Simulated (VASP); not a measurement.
Set up this calculation in VASP 6.6.1, as the native input.

```yaml
Task: single point
Functional: HSE06
Potentials_or_basis: VASP PAW PBE potentials, release 64 (B, N)
Cutoff: 520 eV
k_mesh: 9 × 9 × 4
Occupations: gaussian, width 0.01 eV
Spin: no spin polarisation
Dipole_correction: no
Grid_for_exact_exchange_PRECFOCK: Normal
Further_INCAR_settings: ALGO = Normal; EDIFF = 1e-06; NBANDS = 16
Screening_parameter: 0.2079 1/Å
```

BN:

```
CELL_PARAMETERS angstrom
2.54395 0.00000 0.00000
-1.27198 2.20313 0.00000
0.00000 0.00000 4.35467
ATOMIC_POSITIONS crystal
B 0.33333 0.66667 0.99929
B 0.66667 0.33333 0.49929
N 0.33333 0.66667 0.37571
N 0.66667 0.33333 0.87571
```

This cell differs from its parent crystal: uniaxial z strain +3.5%.

The input as run:

POSCAR

```
BN
1.0
    2.5439500013      0.0000000000      0.0000000000
   -1.2719750007      2.2031253271      0.0000000000
    0.0000000000      0.0000000000      4.3546680915
B N
2 2
Direct
    0.3333333333      0.6666666667     -0.0007077894
    0.6666666667      0.3333333333      0.4992922106
    0.3333333333      0.6666666667      0.3757077894
    0.6666666667      0.3333333333      0.8757077894
```

INCAR.step1

```
ALGO = Normal
EDIFF = 1E-5
ENCUT = 520
GGA = PE
ISIF = 2
ISMEAR = 0
LASPH = True
LREAL = False
LWAVE = True
NBANDS = 16
NELM = 100
PREC = Accurate
SIGMA = 0.01
```

INCAR.step2

```
ALGO = Normal
EDIFF = 1E-6
ENCUT = 520
GGA = PE
HFSCREEN = 0.2079
ISIF = 2
ISMEAR = 0
ISTART = 1
LASPH = True
LCHARG = True
LELF = True
LHFCALC = True
LREAL = False
LVHAR = True
LWAVE = False
NBANDS = 16
NELM = 100
PREC = Accurate
PRECFOCK = Normal
SIGMA = 0.01
```

KPOINTS

```
k-points
0
Gamma
  9 9 4
```

Potentials or basis: VASP PAW PBE potentials, release 64 (B, N).

Run with:

```console
$ cat potpaw_PBE.64/B/POTCAR potpaw_PBE.64/N/POTCAR > POTCAR
$ cp INCAR.step1 INCAR
$ mpirun -np 1 vasp_std > vasp.out
$ cp INCAR.step2 INCAR
$ mpirun -np 1 vasp_std > vasp.out
```

Results of the run:

```json
{
 "Pressure": "-15.8 GPa",
 "Largest force": "0.036 eV/Å",
 "Band gap on the k mesh": "6.57 eV, indirect (least direct gap 8.92 eV)"
}
```

Caveat: the cell differs from its parent crystal (uniaxial z strain +3.5%); the PAW data sets were made with another functional, which shifts forces and pressure a little.

It took 24 min on 1 thread of Intel(R) Xeon(R) 6975P-C (Granite Rapids) (shared host), peak memory 0.26 GiB.
